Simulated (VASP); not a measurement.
Wanted: the native input for a VASP 6.6.1 run.

* Task: single point
* Functional: r2SCAN
* Potentials or basis: VASP PAW PBE potentials, release 64 (Ta_pv, Ru_pv)
* Cutoff: 520 eV
* k mesh: 10 × 10 × 10
* Occupations: fermi-dirac, width 0.1 eV
* Spin: no spin polarisation
* Dipole correction: no
* Further INCAR settings: ALGO = Normal; EDIFF = 1e-06; NBANDS = 20

Crystal: TaRu.

```
Ta Ru
1.0
     3.04074    0.00000    0.00000
     0.00000    3.04074    0.00000
     0.00000    0.00000    3.40176
Ta Ru
1 1
Direct
  0.50000 0.50000 0.50000
  0.00000 0.00000 0.00000
```

One way to write it, as run:

POSCAR

```
TaRu
1.0
    3.0407398367      0.0000000000      0.0000000000
    0.0000000000      3.0407398367      0.0000000000
    0.0000000000      0.0000000000      3.4017582013
Ta Ru
1 1
Direct
    0.5000000000      0.5000000000      0.5000000000
    0.0000000000      0.0000000000      0.0000000000
```

INCAR.step1

```
SYSTEM = TaRu
PREC = Accurate
ENCUT = 520
ISMEAR = -1
SIGMA = 0.1
LREAL = .FALSE.
LASPH = .TRUE.
NELM = 80
NBANDS = 20
GGA = PE
ALGO = Normal
EDIFF = 1E-4
LWAVE = .TRUE.
LCHARG = .FALSE.
```

INCAR.step2

```
SYSTEM = TaRu
PREC = Accurate
ENCUT = 520
EDIFF = 1E-6
ISMEAR = -1
SIGMA = 0.1
LREAL = .FALSE.
LASPH = .TRUE.
NELM = 80
ALGO = Normal
ISIF = 2
LWAVE = .FALSE.
LCHARG = .FALSE.
METAGGA = R2SCAN
LMIXTAU = .TRUE.
NBANDS = 20
ISTART = 1
```

KPOINTS

```
regular mesh
0
G
  10 10 10
  0 0 0
```

Potentials or basis: VASP PAW PBE potentials, release 64 (Ta_pv, Ru_pv).

Run with:

```sh
$ cat potpaw_PBE.64/Ta_pv/POTCAR potpaw_PBE.64/Ru_pv/POTCAR > POTCAR
$ cp INCAR.step1 INCAR
$ mpirun -np 1 vasp_std > vasp.out
$ cp INCAR.step2 INCAR
$ mpirun -np 1 vasp_std > vasp.out
```

Results of the run:

* Pressure: 1.1 GPa

Caveat: the PAW data sets were made with another functional, which shifts forces and pressure a little.

Wall time 110 s on 1 thread of AMD EPYC 9R45 96-Core Processor (Zen 5), on a shared host, peak memory 0.18 GiB.
